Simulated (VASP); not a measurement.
Input of a VASP 6.6.1 run:

INCAR

```
PREC = Accurate
ENCUT = 520
EDIFF = 1E-6
ISMEAR = 0
SIGMA = 0.01
LREAL = False
LASPH = True
NELM = 150
ALGO = Normal
ISIF = 2
LWAVE = False
LCHARG = False
LMAXMIX = 4
LDAU = True
LDAUTYPE = 2
LDAUL = -1 2 -1
LDAUU = 0 2 0
LDAUJ = 0 0 0
LDAUPRINT = 1
GGA = CA
NBANDS = 28
```

File KPOINTS:

```
Automatic mesh
0
Gamma
  5 5 5
```

Contents of POSCAR:

```
BaTiO3
1.0
    3.9520068199      0.0000000000      0.0000000000
    0.0000000000      2.8130593771      2.8212400460
    0.0000000000     -2.8130593771      2.8212400460
Ba Ti O
1 1 3
Direct
    0.0000000000      0.0000000000      0.0000000000
    0.5000000000      0.5124000000      0.5124000000
    0.0000000000      0.4874000000      0.4874000000
    0.5000000000      0.5052400000      0.9918400000
    0.5000000000      0.9918400000      0.5052400000
```

Potentials or basis: VASP PAW LDA potentials, release 64 (Ba_sv, Ti_sv, O).

The run is started by

```console
$ cat potpaw_LDA.64/Ba_sv/POTCAR potpaw_LDA.64/Ti_sv/POTCAR potpaw_LDA.64/O/POTCAR > POTCAR
$ mpirun -np 1 vasp_std > vasp.out
```

**Question.** What does it give for the pressure?

**Answer.** -0.5 GPa.

**Question.** What does it give for the largest force?

**Answer.** 0.230 eV/Å.

**Question.** Estimate the band gap on the k mesh.

**Answer.** 2.16 eV, indirect (least direct gap 2.22 eV).

Stress tensor (GPa, compression positive):
```
-0.37  0.00  0.00
 0.00 -0.15  0.00
 0.00  0.00 -0.85
```

Caveat: spin-orbit coupling is left out, which moves the levels of the heavy elements. A k mesh can miss the band edges.
